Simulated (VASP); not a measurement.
A run of VASP 6.6.1 is set up as follows.

File INCAR:

```
SYSTEM = AlN
PREC = Accurate ; ENCUT = 520
EDIFF = 1E-6 ; ISMEAR = -1
SIGMA = 0.02 ; LREAL = .False.
LASPH = .True. ; NELM = 100
ALGO = Normal ; ISIF = 2
LWAVE = .False. ; LCHARG = .True.
GGA = PS ; LELF = .True.
LVHAR = .True. ; NBANDS = 16
```

KPOINTS

```
regular mesh
0
Gamma
  11 11 6
  0 0 0
```

File POSCAR:

```
AlN
1.0
    3.1316054153      0.0000000000      0.0000000000
   -1.5658027076      2.7120498443      0.0000000000
    0.0000000000      0.0000000000      5.0109678482
Al N
2 2
Direct
    0.3333333333      0.6666666667      0.0000000000
    0.6666666667      0.3333333333      0.5000000000
    0.3333333333      0.6666666667      0.3850000000
    0.6666666667      0.3333333333      0.8850000000
```

Potentials or basis: VASP PAW PBE potentials, release 64 (Al, N).

Command:

```bash
$ cat potpaw_PBE.64/Al/POTCAR potpaw_PBE.64/N/POTCAR > POTCAR
$ mpirun -np 1 vasp_std > vasp.out
```

Q: Estimate the pressure.

A: -3.4 GPa.

Q: Estimate the largest force.

A: 0.177 eV/Å.

Q: Estimate the band gap on the k mesh.

A: 3.92 eV, direct.

Forces in eV/Å, atoms in the order of the input:
```
Al   0.000  0.000  0.177
Al   0.000  0.000  0.177
N    0.000  0.000 -0.177
N    0.000  0.000 -0.177
```

Caveat: the PAW data sets were made with another functional, which shifts forces and pressure a little. A k mesh can miss the band edges.
